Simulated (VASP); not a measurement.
# Fe (Fmmm) in VASP: a series of runs, part 2 of 2

VASP 6.6.1. Earlier steps stand in the parts before.

## 3. Single point, r2SCAN, collinear spin, ferromagnetic start (volume scaled by 0.8)

Input file POSCAR:

```
Fe
1.0
    0.0000000000      1.8025514531      1.8242420356
    1.3910282051      0.0000000000      1.8242420356
    1.3910282051      1.8025514531      0.0000000000
Fe
1
Direct
    0.0000000000      0.0000000000      0.0000000000
```

Input file INCAR.step1:

```
SYSTEM = Fe
PREC = Accurate
ENCUT = 520
ISMEAR = -1
SIGMA = 0.1
LREAL = .False.
LASPH = .True.
NELM = 150
ISPIN = 2
MAGMOM = 3
LMAXMIX = 4
NBANDS = 14
GGA = PE
ALGO = Normal
EDIFF = 1E-4
LWAVE = .True.
LCHARG = .False.
```

Input file INCAR.step2:

```
SYSTEM = Fe
PREC = Accurate
ENCUT = 520
EDIFF = 1E-6
ISMEAR = -1
SIGMA = 0.1
LREAL = .False.
LASPH = .True.
NELM = 150
ALGO = Normal
ISIF = 2
LWAVE = .False.
LCHARG = .False.
ISPIN = 2
MAGMOM = 3
LORBIT = 11
LMAXMIX = 4
METAGGA = R2SCAN
LMIXTAU = .True.
NBANDS = 14
ISTART = 1
```

Input file KPOINTS:

```
regular mesh
0
Gamma
  14 14 14
  0 0 0
```

Potentials or basis: VASP PAW PBE potentials, release 64 (Fe).

Command:

```bash
cat potpaw_PBE.64/Fe/POTCAR > POTCAR
cp INCAR.step1 INCAR
mpirun -np 1 vasp_std > vasp.out
cp INCAR.step2 INCAR
mpirun -np 1 vasp_std > vasp.out
```

OUTCAR:

```text
SYSTEM = Fe
   PREC = Accurate
   ENCUT = 520
   EDIFF = 1E-6
   ISMEAR = -1
   LREAL = .False.
   LASPH = .True.
   NELM = 150
   ISIF = 2
   ISPIN = 2
   LORBIT = 11
   METAGGA = R2SCAN
   ISTART = 1

 ion  position               nearest neighbor table
   1  0.000  0.000  0.000-

  LATTYP: Found a face centered orthorhombic cell.
 ALAT       =     2.7820564102
 B/A-ratio  =     1.2958410523
 C/A-ratio  =     1.3114342534

  Lattice vectors:

 A1 = (   0.0000000000,   1.8025514531,   1.8242420356)
 A2 = (   1.3910282051,   0.0000000000,   1.8242420356)
 A3 = (   1.3910282051,   1.8025514531,   0.0000000000)

Analysis of symmetry for initial positions (statically):
=====================================================================
 Subroutine PRICEL returns:
 Original cell was already a primitive cell.

 Routine SETGRP: Setting up the symmetry group for a
 face centered orthorhombic supercell.

 Subroutine GETGRP returns: Found  8 space group operations
 (whereof  8 operations were pure point group operations)
 out of a pool of  8 trial point group operations.

The static configuration has the point symmetry D_2h.

Analysis of symmetry for dynamics (positions and initial velocities):
=====================================================================
 Subroutine PRICEL returns:
 Original cell was already a primitive cell.

 Routine SETGRP: Setting up the symmetry group for a
 face centered orthorhombic supercell.

 Subroutine GETGRP returns: Found  8 space group operations
 (whereof  8 operations were pure point group operations)
 out of a pool of  8 trial point group operations.

The dynamic configuration has the point symmetry D_2h.

Analysis of structural, dynamic, and magnetic symmetry:
=====================================================================
 Subroutine PRICEL returns:
 Original cell was already a primitive cell.

 Routine SETGRP: Setting up the symmetry group for a
 face centered orthorhombic supercell.

 Subroutine GETGRP returns: Found  8 space group operations
 (whereof  8 operations were pure point group operations)
 out of a pool of  8 trial point group operations.

[... 164 lines left out ...]
      9      37.4784      0.00000
     10      42.8087      0.00000
     11      43.8792      0.00000
     12      45.6470      0.00000
     13      45.7945      0.00000
     14      46.0664      0.00000
[... 379 lines left out ...]
      3       4.5158      1.00000
      4       6.2198      1.00000
      5       6.8957      1.00000
      6       6.9365      1.00000
      7      28.4662      0.00000
      8      30.6357      0.00000
      9      35.9476      0.00000
     10      37.4162      0.00000
     11      42.9568      0.00000
     12      45.3118      0.00000
     13      49.1447      0.00000
     14      51.5911      0.00000

 [... further k-points ...]

 spin component 2

 k-point     1 :       0.0000    0.0000    0.0000
  band No.  band energies     occupation
      1      -2.2106      1.00000
      2       7.1492      0.99996
      3       7.3598      0.99967
      4       8.1232      0.59592
      5      10.0489      0.00000
      6      10.9889      0.00000
      7      34.8585      0.00000
      8      36.9197      0.00000
      9      37.3537      0.00000
     10      43.7340      0.00000
     11      44.2908      0.00000
     12      47.1683      0.00000
     13      47.3013      0.00000
     14      48.4453      0.00000
[... 379 lines left out ...]
      3       6.9858      0.99999
      4       9.4423      0.00000
      5       9.9605      0.00000
      6      10.9261      0.00000
      7      29.1754      0.00000
      8      31.2439      0.00000
      9      37.1318      0.00000
     10      37.8576      0.00000
     11      43.7956      0.00000
     12      46.7221      0.00000
     13      50.5449      0.00000
     14      52.6758      0.00000

 [... further k-points ...]

------------------------ aborting loop because EDIFF is reached ----------------------------------------

  FORCE on cell =-STRESS in cart. coord.  units (eV):
  Direction    XX          YY          ZZ          XY          YZ          ZX
  --------------------------------------------------------------------------------------
  -------------------------------------------------------------------------------------
  Total        3.4906388      4.6039021      4.3624556     -0.0000000      0.0000000      0.0000000
  in kB      611.3352497    806.3073146    764.0214329     -0.0000000      0.0000000      0.0000000
  external PRESSURE =     727.2213324 kB  Pullay stress =       0.0000000 kB

 VOLUME and BASIS-vectors are now :
 -----------------------------------------------------------------------------
  energy-cutoff  :      520.00
  volume of cell :        9.15
      direct lattice vectors                 reciprocal lattice vectors
     0.000000000  1.802551453  1.824242036    -0.359446342  0.277384592  0.274086437
     1.391028205  0.000000000  1.824242036     0.359446342 -0.277384592  0.274086437
     1.391028205  1.802551453  0.000000000     0.359446342  0.277384592 -0.274086437

 POSITION                                       TOTAL-FORCE (eV/Angst)
 -----------------------------------------------------------------------------------
      0.00000      0.00000      0.00000         0.000000     -0.000000     -0.000000
 -----------------------------------------------------------------------------------
    total drift:                                0.000000     -0.000000     -0.000000

  FREE ENERGIE OF THE ION-ELECTRON SYSTEM (eV)
  ---------------------------------------------------
  free  energy   TOTEN  =       -13.8926689158 eV

  energy  without entropy=      -13.8695206817  energy(sigma->0) =      -13.88109480

 total charge

# of ion       s       p       d       tot
------------------------------------------
    1        0.602   0.794   6.446   7.842

 magnetization (x)

# of ion       s       p       d       tot
------------------------------------------
    1       -0.011  -0.100   2.235   2.124
```

OUTCAR.step1:

```text
SYSTEM = Fe
   PREC = Accurate
   ENCUT = 520
   ISMEAR = -1
   LREAL = .False.
   LASPH = .True.
[... 1055 lines left out ...]
 -----------------------------------------------------------------------------------
      0.00000      0.00000      0.00000         0.000000      0.000000      0.000000
 -----------------------------------------------------------------------------------
    total drift:                                0.000000     -0.000000     -0.000000

  FREE ENERGIE OF THE ION-ELECTRON SYSTEM (eV)
  ---------------------------------------------------
  free  energy   TOTEN  =        -7.8492525342 eV

  energy  without entropy=       -7.8120016755  energy(sigma->0) =       -7.83062710
```

OSZICAR.step1:

```text
N       E                     dE             d eps       ncg     rms          rms(c)
DAV:   1     0.225439871977E+02    0.22544E+02   -0.38466E+03 26522   0.743E+02
DAV:   2    -0.767521722478E+01   -0.30219E+02   -0.27939E+02 26542   0.134E+02
DAV:   3    -0.850749309428E+01   -0.83228E+00   -0.82629E+00 29554   0.228E+01
DAV:   4    -0.850965481502E+01   -0.21617E-02   -0.21616E-02 28108   0.106E+00
DAV:   5    -0.850966181189E+01   -0.69969E-05   -0.69963E-05 27796   0.607E-02    0.156E+01
DAV:   6    -0.790245940451E+01    0.60720E+00   -0.58568E+00 32452   0.301E+01    0.352E+00
DAV:   7    -0.786853903964E+01    0.33920E-01   -0.66497E-02 27158   0.323E+00    0.223E+00
DAV:   8    -0.785181965505E+01    0.16719E-01   -0.80744E-03 30590   0.567E-01    0.102E+00
DAV:   9    -0.784924396913E+01    0.25757E-02   -0.10278E-03 31064   0.187E-01    0.108E-01
DAV:  10    -0.784925253416E+01   -0.85650E-05   -0.76207E-05 17422   0.116E-01
   1 F= -.78492525E+01 E0= -.78306271E+01  d E =-.372509E-01  mag=     1.7037
```

Run time: 11 min. Hardware: 1 thread of Intel Xeon 8259CL, shared host; peak memory 0.2 GiB.

Results:

| Property | Result |
| --- | --- |
| Free energy | -13.8927 eV |
| Pressure | 72.7 GPa |
| Net moment | 2.14 μB per cell |
| Site moments | Fe +2.12 μB |
| Valence electrons inside the program's atomic spheres | Fe 7.84 |

Stress tensor (GPa, compression positive):
```
61.13  0.00  0.00
 0.00 80.63  0.00
 0.00  0.00 76.40
```

Caveat: the PAW data sets were made with another functional, which shifts forces and pressure a little.

## 4. Single point, r2SCAN, collinear spin, ferromagnetic start (volume scaled by 0.85)

Input file POSCAR:

```
Fe
1.0
    0.0000000000      1.8393483338      1.8614817030
    1.4194243425      0.0000000000      1.8614817030
    1.4194243425      1.8393483338      0.0000000000
Fe
1
Direct
    0.0000000000      0.0000000000      0.0000000000
```

Input file INCAR.step1:

```
ALGO = Normal ; EDIFF = 1E-4
ENCUT = 520 ; GGA = PE
ISMEAR = -1 ; ISPIN = 2
LASPH = T ; LCHARG = F
LMAXMIX = 4 ; LREAL = F
LWAVE = T ; MAGMOM = 3
NBANDS = 14 ; NELM = 150
PREC = Accurate ; SIGMA = 0.1
```

Input file INCAR.step2:

```
ALGO = Normal ; EDIFF = 1E-6
ENCUT = 520 ; ISIF = 2
ISMEAR = -1 ; ISPIN = 2
ISTART = 1 ; LASPH = T
LCHARG = F ; LMAXMIX = 4
LMIXTAU = T ; LORBIT = 11
LREAL = F ; LWAVE = F
MAGMOM = 3 ; METAGGA = R2SCAN
NBANDS = 14 ; NELM = 150
PREC = Accurate ; SIGMA = 0.1
```

Input file KPOINTS:

```
k-points
0
Gamma
  14 14 14
```

Command:

```bash
cat potpaw_PBE.64/Fe/POTCAR > POTCAR
cp INCAR.step1 INCAR
mpirun -np 1 vasp_std > vasp.out
cp INCAR.step2 INCAR
mpirun -np 1 vasp_std > vasp.out
```

It took 11 min on 1 thread of Intel Xeon 8259CL, shared host; peak memory 0.21 GiB.

The run converged. Its results:

```yaml
Free_energy: -14.1018 eV
Pressure: 46.2 GPa
Net_moment: 2.24 μB per cell
Site_moments: Fe +2.24 μB
Valence_electrons_inside_the_program's_atomic_spheres: Fe 7.66
```

Stress tensor (GPa, compression positive):
```
37.26  0.00  0.00
 0.00 52.24  0.00
 0.00  0.00 49.10
```

Levels at points of the mesh, in eV from the Fermi level:
Spin up:
```csv
k point,band 2,band 3,band 4,band 5,band 6,band 7,band 8,band 9
"(0.00, 0.00, 0.00)",-3.17,-3.06,-2.67,-1.80,-1.31,26.62,28.35,28.69
"(0.50, 0.00, 0.00)",-4.13,-1.84,-1.08,0.35,0.52,8.85,21.37,24.92
"(0.50, 0.50, 0.00)",-4.80,-1.04,-0.96,0.48,1.18,9.62,19.74,22.06
"(0.50, 0.00, 0.50)",-4.79,-1.06,-1.03,0.59,1.45,9.92,19.46,21.82
"(0.00, 0.50, 0.50)",-6.12,-0.10,0.11,0.26,9.45,12.94,12.98,16.69
```
Spin down:
| k point | band 1 | band 2 | band 3 | band 4 | band 5 | band 6 |
| --- | --- | --- | --- | --- | --- | --- |
| (0.00, 0.00, 0.00) | -9.96 | -0.65 | -0.45 | 0.29 | 2.07 | 2.96 |
| (0.50, 0.00, 0.00) | -4.62 | -1.71 | 0.10 | 1.91 | 3.00 | 3.54 |
| (0.50, 0.50, 0.00) | -4.61 | -2.72 | 0.85 | 2.96 | 3.15 | 3.57 |
| (0.50, 0.00, 0.50) | -4.58 | -2.64 | 1.13 | 2.87 | 3.06 | 3.58 |
| (0.00, 0.50, 0.50) | -4.04 | -3.79 | 3.15 | 3.21 | 3.21 | 9.64 |

Caveat: the PAW data sets were made with another functional, which shifts forces and pressure a little.

## 5. Single point, r2SCAN, collinear spin, ferromagnetic start (volume scaled by 0.9)

Input file POSCAR:

```
Fe
1.0
    0.0000000000      1.8747290589      1.8972881738
    1.4467276334      0.0000000000      1.8972881738
    1.4467276334      1.8747290589      0.0000000000
Fe
1
Direct
    0.0000000000      0.0000000000      0.0000000000
```

Input file INCAR.step1:

```
SYSTEM = Fe
  PREC = Accurate
  ENCUT = 520
  ISMEAR = -1
  SIGMA = 0.1
  LREAL = .False.
  LASPH = .True.
  NELM = 150
  ISPIN = 2
  MAGMOM = 3
  LMAXMIX = 4
  NBANDS = 14
  GGA = PE
  ALGO = Normal
  EDIFF = 1E-4
  LWAVE = .True.
  LCHARG = .False.
```

Input file INCAR.step2:

```
SYSTEM = Fe
  PREC = Accurate
  ENCUT = 520
  EDIFF = 1E-7
  ISMEAR = -1
  SIGMA = 0.1
  LREAL = .False.
  LASPH = .True.
  NELM = 150
  ALGO = Normal
  ISIF = 2
  LWAVE = .False.
  LCHARG = .False.
  ISPIN = 2
  MAGMOM = 3
  LORBIT = 11
  LMAXMIX = 4
  METAGGA = R2SCAN
  LMIXTAU = .True.
  NBANDS = 14
  ISTART = 1
```

Input file KPOINTS:

```
regular mesh
0
Gamma
  14 14 14
  0 0 0
```

Command:

```bash
cat potpaw_PBE.64/Fe/POTCAR > POTCAR
cp INCAR.step1 INCAR
mpirun -np 1 vasp_std > vasp.out
cp INCAR.step2 INCAR
mpirun -np 1 vasp_std > vasp.out
```

Wall time 12 min (1 thread of Intel Xeon 8259CL, shared host); peak memory 0.21 GiB.

The run converged. Its results:

* Free energy: -14.2342 eV
* Pressure: 29.6 GPa
* Net moment: 2.41 μB per cell
* Site moments: Fe +2.43 μB
* Valence electrons inside the program's atomic spheres: Fe 7.51

Stress tensor (GPa, compression positive):
```
23.38  0.00  0.00
 0.00 33.61  0.00
 0.00  0.00 31.94
```

Levels at points of the mesh, in eV from the Fermi level:
Spin up:
```csv
k point,band 2,band 3,band 4,band 5,band 6,band 7,band 8,band 9
"(0.00, 0.00, 0.00)",-3.09,-3.00,-2.65,-1.79,-1.33,26.07,27.71,28.02
"(0.50, 0.00, 0.00)",-3.97,-1.84,-1.15,0.12,0.53,8.21,20.86,23.80
"(0.50, 0.50, 0.00)",-4.57,-1.11,-1.03,0.23,1.15,8.97,19.19,21.07
"(0.50, 0.00, 0.50)",-4.57,-1.14,-1.10,0.34,1.41,9.26,18.93,20.84
"(0.00, 0.50, 0.50)",-5.73,-0.30,-0.10,0.05,9.03,12.40,12.43,16.04
```
Spin down:
| k point | band 1 | band 2 | band 3 | band 4 | band 5 | band 6 |
| --- | --- | --- | --- | --- | --- | --- |
| (0.00, 0.00, 0.00) | -9.62 | -0.27 | -0.06 | 0.63 | 2.21 | 3.07 |
| (0.50, 0.00, 0.00) | -4.16 | -1.25 | 0.07 | 2.10 | 3.09 | 3.65 |
| (0.50, 0.50, 0.00) | -4.12 | -2.23 | 0.77 | 3.09 | 3.21 | 3.68 |
| (0.50, 0.00, 0.50) | -4.08 | -2.14 | 1.04 | 2.99 | 3.14 | 3.68 |
| (0.00, 0.50, 0.50) | -3.51 | -3.29 | 3.29 | 3.34 | 3.35 | 9.25 |

Caveat: the PAW data sets were made with another functional, which shifts forces and pressure a little.

## 6. Single point, r2SCAN, collinear spin, ferromagnetic start (volume scaled by 0.95)

Input file POSCAR:

```
Fe
1.0
    0.0000000000      1.9088224892      1.9317918595
    1.4730375193      0.0000000000      1.9317918595
    1.4730375193      1.9088224892      0.0000000000
Fe
1
Direct
    0.0000000000      0.0000000000      0.0000000000
```

Input file INCAR.step1:

```
SYSTEM = Fe
ALGO = Normal ; EDIFF = 1E-4
ENCUT = 520 ; GGA = PE
ISMEAR = -1 ; ISPIN = 2
LASPH = .TRUE. ; LCHARG = .FALSE.
LMAXMIX = 4 ; LREAL = .FALSE.
LWAVE = .TRUE. ; MAGMOM = 3
NBANDS = 14 ; NELM = 150
PREC = Accurate ; SIGMA = 0.1
```

Input file INCAR.step2:

```
SYSTEM = Fe
ALGO = Normal ; EDIFF = 1E-6
ENCUT = 520 ; ISIF = 2
ISMEAR = -1 ; ISPIN = 2
ISTART = 1 ; LASPH = .TRUE.
LCHARG = .FALSE. ; LMAXMIX = 4
LMIXTAU = .TRUE. ; LORBIT = 11
LREAL = .FALSE. ; LWAVE = .FALSE.
MAGMOM = 3 ; METAGGA = R2SCAN
NBANDS = 14 ; NELM = 150
PREC = Accurate ; SIGMA = 0.1
```

Input file KPOINTS:

```
k-points
0
G
  14 14 14
  0 0 0
```

Potentials or basis: VASP PAW PBE potentials, release 64 (Fe).

Command:

```bash
cat potpaw_PBE.64/Fe/POTCAR > POTCAR
cp INCAR.step1 INCAR
mpirun -np 1 vasp_std > vasp.out
cp INCAR.step2 INCAR
mpirun -np 1 vasp_std > vasp.out
```

OUTCAR:

```text
SYSTEM = Fe
   EDIFF = 1E-6
   ENCUT = 520
   ISIF = 2
   ISMEAR = -1
   ISPIN = 2
   ISTART = 1
   LASPH = .TRUE.
   LORBIT = 11
   LREAL = .FALSE.
   METAGGA = R2SCAN
   NELM = 150
   PREC = Accurate

 ion  position               nearest neighbor table
   1  0.000  0.000  0.000-

  LATTYP: Found a face centered orthorhombic cell.
 ALAT       =     2.9460750386
 B/A-ratio  =     1.2958410524
[... 1028 lines left out ...]
  --------------------------------------------------------------------------------------
  -------------------------------------------------------------------------------------
  Total        0.7975713      1.3244757      1.2209704     -0.0000000      0.0000000      0.0000000
  in kB      117.6279281    195.3371694    180.0719319     -0.0000000      0.0000000      0.0000000
  external PRESSURE =     164.3456765 kB  Pullay stress =       0.0000000 kB

 VOLUME and BASIS-vectors are now :
 -----------------------------------------------------------------------------
  energy-cutoff  :      520.00
  volume of cell :       10.86
      direct lattice vectors                 reciprocal lattice vectors
     0.000000000  1.908822489  1.931791860    -0.339434667  0.261941591  0.258827056
     1.473037519  0.000000000  1.931791860     0.339434667 -0.261941591  0.258827056
     1.473037519  1.908822489  0.000000000     0.339434667  0.261941591 -0.258827056

 POSITION                                       TOTAL-FORCE (eV/Angst)
 -----------------------------------------------------------------------------------
      0.00000      0.00000      0.00000         0.000000      0.000000     -0.000000
 -----------------------------------------------------------------------------------
    total drift:                                0.000000     -0.000000      0.000000

  FREE ENERGIE OF THE ION-ELECTRON SYSTEM (eV)
  ---------------------------------------------------
  free  energy   TOTEN  =       -14.3167426397 eV

  energy  without entropy=      -14.2952255013  energy(sigma->0) =      -14.30598407

 total charge

# of ion       s       p       d       tot
------------------------------------------
    1        0.513   0.614   6.251   7.377

 magnetization (x)

# of ion       s       p       d       tot
------------------------------------------
    1       -0.015  -0.111   2.702   2.576
```

Wall time 11 min (1 thread of Intel Xeon 8259CL, shared host); peak memory 0.21 GiB.

What came out:

```yaml
Free_energy: -14.3167 eV
Pressure: 16.4 GPa
Net_moment: 2.54 μB per cell
Site_moments: Fe +2.58 μB
Valence_electrons_inside_the_program's_atomic_spheres: Fe 7.38
```

Caveat: the PAW data sets were made with another functional, which shifts forces and pressure a little.

## 7. Overview

```tsv
cell	gap on the mesh (eV)	pressure (GPa)	moment (μB)
a = 2.476, b = 2.215, c = 2.198 Å, angles 68.3, 56.2, 55.6°, 1 atom	none	135.7	1.95
a = 2.565, b = 2.294, c = 2.277 Å, angles 68.3, 56.2, 55.6°, 1 atom	none	72.7	2.14
a = 2.617, b = 2.341, c = 2.323 Å, angles 68.3, 56.2, 55.6°, 1 atom	none	46.2	2.24
a = 2.667, b = 2.386, c = 2.368 Å, angles 68.3, 56.2, 55.6°, 1 atom	none	29.6	2.41
a = 2.716, b = 2.429, c = 2.411 Å, angles 68.3, 56.2, 55.6°, 1 atom	none	16.4	2.54
```

Alike in all rows: task single point; level r2SCAN; potentials or basis VASP PAW PBE potentials, release 64 (Fe); spin collinear, ferromagnetic start; k mesh 14 × 14 × 14; cutoff (eV) 520; smearing fermi-dirac 0.1 eV.

Caveats: the PAW data sets were made with another functional, which shifts forces and pressure a little.

Total energies depend on the potentials used, so only differences within one code and one set of settings carry meaning.
